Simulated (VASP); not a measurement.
Write the native input for VASP 6.6.1 that does the following.

```yaml
Task: single point
Functional: PBEsol
Potentials_or_basis: VASP PAW PBE potentials, release 64 (V_sv, N)
Cutoff: 520 eV
k_mesh: 16 × 16 × 16
Occupations: gaussian, width 0.15 eV
Spin: no spin polarisation
Dipole_correction: no
Further_INCAR_settings: ALGO = Normal; EDIFF = 1e-06; NBANDS = 32
```

The structure of VN2 lies in POSCAR:

```
VN2
1.0
   -2.1303226053      2.1303226053      2.3938994250
    2.1303226053     -2.1303226053      2.3938994250
    2.1303226053      2.1303226053     -2.3938994250
V N
2 4
Direct
    0.2500000000      0.2500000000      0.0000000000
    0.7500000000      0.7500000000      0.0000000000
    0.1142608421      0.6142608421      0.7285216842
    0.6142608421      0.8857391579      0.5000000000
    0.8857391579      0.3857391579      0.2714783159
    0.3857391579      0.1142608421      0.5000000000
```

This cell differs from its parent crystal: strain +0.000 along x and y, -0.025 along z.

One way to write it, as run:

INCAR

```
SYSTEM = VN2
  PREC = Accurate
  ENCUT = 520
  EDIFF = 1E-6
  ISMEAR = 0
  SIGMA = 0.15
  LREAL = .FALSE.
  LASPH = .TRUE.
  NELM = 80
  ALGO = Normal
  ISIF = 2
  LWAVE = .FALSE.
  LCHARG = .FALSE.
  GGA = PS
  NBANDS = 32
```

KPOINTS

```
regular mesh
0
G
  16 16 16
  0 0 0
```

Potentials or basis: VASP PAW PBE potentials, release 64 (V_sv, N).

Command:

```bash
$ cat potpaw_PBE.64/V_sv/POTCAR potpaw_PBE.64/N/POTCAR > POTCAR
$ mpirun -np 1 vasp_std > vasp.out
```

It gave:

The pressure is 9.8 GPa and the largest force is 0.174 eV/Å. The band gap on the k mesh is zero (bands 23 and 24 overlap by 0.49 eV).

Caveat: the cell differs from its parent crystal (strain +0.000 along x and y, -0.025 along z); the cell stands under pressure; the PAW data sets were made with another functional, which shifts forces and pressure a little; the run has no spin polarisation, though such a crystal can be magnetic.

It took 3.5 min on 1 thread of Intel(R) Xeon(R) 6975P-C (Granite Rapids) (shared host), peak memory 0.46 GiB.
